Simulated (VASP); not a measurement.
Runs of VASP 6.6.1 on NbB2P3. The structure is that of space group P6/mmm (No. 191), or close to it. The cells are those of the table. The cell was generated, and may not be a known phase.

| task | spin | cell | k mesh | cutoff (eV) | gap on the mesh (eV) | pressure (GPa) |
| --- | --- | --- | --- | --- | --- | --- |
| single point | off | a = 5.667, b = 5.667, c = 3.088 Å, angles 90.0, 90.0, 120.0°, 6 atoms | 6 × 6 × 6 | 520 | none | (a) |
| relaxation of cell and atoms | off | relaxed from a = 5.260, b = 5.260, c = 2.952 Å, angles 90.0, 90.0, 120.0°, 6 atoms | 12 × 12 × 12 | 600 | none | 0.0 |
| single point | collinear | a = 5.260, b = 5.260, c = 2.952 Å, angles 90.0, 90.0, 120.0°, 6 atoms | 6 × 6 × 6 | 520 | none | -0.4 |
| single point | off | a = 5.260, b = 5.260, c = 2.952 Å, angles 90.0, 90.0, 120.0°, 6 atoms | 6 × 6 × 6 | 520 | none | -0.4 |
| single point | off | a = 5.318, b = 5.318, c = 2.913 Å, angles 90.0, 90.0, 120.0°, 6 atoms | 12 × 12 × 12 | 520 | none | -0.2 |

Alike in all rows: level PBE; potentials or basis VASP PAW PBE potentials, release 64 (Nb_sv, B, P); smearing gaussian 0.1 eV.

Estimate the missing entries.

(a) -18.9.

Caveats: the cell stands under tension (at least some runs).

A k mesh can miss the band edges, and the runs leave out spin-orbit coupling on Nb.

A gap of «none» marks levels without a gap at the run's occupations.
